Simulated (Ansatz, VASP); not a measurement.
# One calculation of ZnS, two programs

Contents of INCAR:

```
SYSTEM = ZnS
ALGO = Normal
EDIFF = 1E-6
ENCUT = 520
GGA = PE
ISIF = 2
ISMEAR = 0
LASPH = .True.
LCHARG = .True.
LELF = .True.
LREAL = .False.
LVHAR = .True.
LWAVE = .False.
NBANDS = 16
NELM = 60
PREC = Accurate
SIGMA = 0.05
```

KPOINTS

```
k-points
0
Gamma
  12 12 12
  0 0 0
```

File POSCAR:

```
ZnS
1.0
    0.0000000000      2.7217991804      2.7217991804
    2.7217991804      0.0000000000      2.7217991804
    2.7217991804      2.7217991804      0.0000000000
Zn S
1 1
Direct
    0.0000000000      0.0000000000      0.0000000000
    0.7500000000      0.7500000000      0.7500000000
```

Input for Ansatz:

```yaml
crystal:
  lattice:
    - [0.0, 2.7217991809, 2.7217991809]
    - [2.7217991809, 0.0, 2.7217991809]
    - [2.7217991809, 2.7217991809, 0.0]
  atoms:
    - { symbol: Zn, position: [0.0, 0.0, 0.0] }
    - { symbol: S, position: [0.75, 0.75, 0.75] }
basis:
  ecutwfc: 420
  ecutrho_ratio: 4
kpoints:
  mp_grid: { grid: [12, 12, 12] }
hamiltonian:
  xc: pbe
scf:
  occupations: { method: gaussian, width: 0.05 }
output:
  forces: true
  stress: true
  eigenvalues: true
```

Alike in both runs: task single point; functional PBE; k mesh 12 × 12 × 12; occupations gaussian, width 0.05 eV; no spin polarisation.

|  | VASP | Ansatz |
| --- | --- | --- |
| version | VASP 6.6.1 | Ansatz 0.2.0 |
| potentials or method | VASP PAW PBE potentials, release 64 (Zn, S), cutoff 520 eV | scalar-relativistic, plane waves, PAW |
| valence electrons in the cell | 18 | 18 |

```tsv
	VASP	Ansatz	Ansatz less VASP
gap on the k mesh at the Fermi level (eV)	2.02	2.01	-0.004
least direct gap on the mesh (eV)	2.02	2.01	-0.004
pressure (GPa)	0.1	0.0	-0.14
```
